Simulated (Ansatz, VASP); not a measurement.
Two plane-wave programs on Ge2BiO2

```xyz
5
Lattice="3.6349 0.0000 0.0000 0.0000 3.6349 0.0000 0.0000 0.0000 7.3686" Properties=species:S:1:pos:R:3 pbc="T T T"
Ge    1.8175    0.0000    1.3331
Ge    0.0000    1.8175    1.3331
Bi    1.8175    1.8175    3.4447
O     1.8175    0.0000    3.2411
O     0.0000    1.8175    3.2411
```

Alike in both runs: task relaxation of cell and atoms; functional PBE; k mesh 6 × 6 × 4; occupations gaussian, width 0.1 eV; no spin polarisation.

```csv
,VASP,Ansatz
version,VASP 6.6.1,Ansatz 0.2.0
potentials or method,"VASP PAW PBE potentials, release 64 (Ge_d, Bi_d, O), cutoff 600 eV","scalar-relativistic, plane waves, PAW"
valence electrons in the cell,55,55
```

```csv
,VASP,Ansatz,Ansatz less VASP
"gap on the k mesh at the Fermi level, each at its own relaxed structure (eV)",none,none,-
relaxed volume (Å³/atom),18.79,18.83,+0.036
relaxed cell length with the largest relative difference (Å),5.627,5.634,+0.0068
```

A gap of «none» marks a metal or a gap that the smearing closes.

Spin-orbit coupling is off throughout.
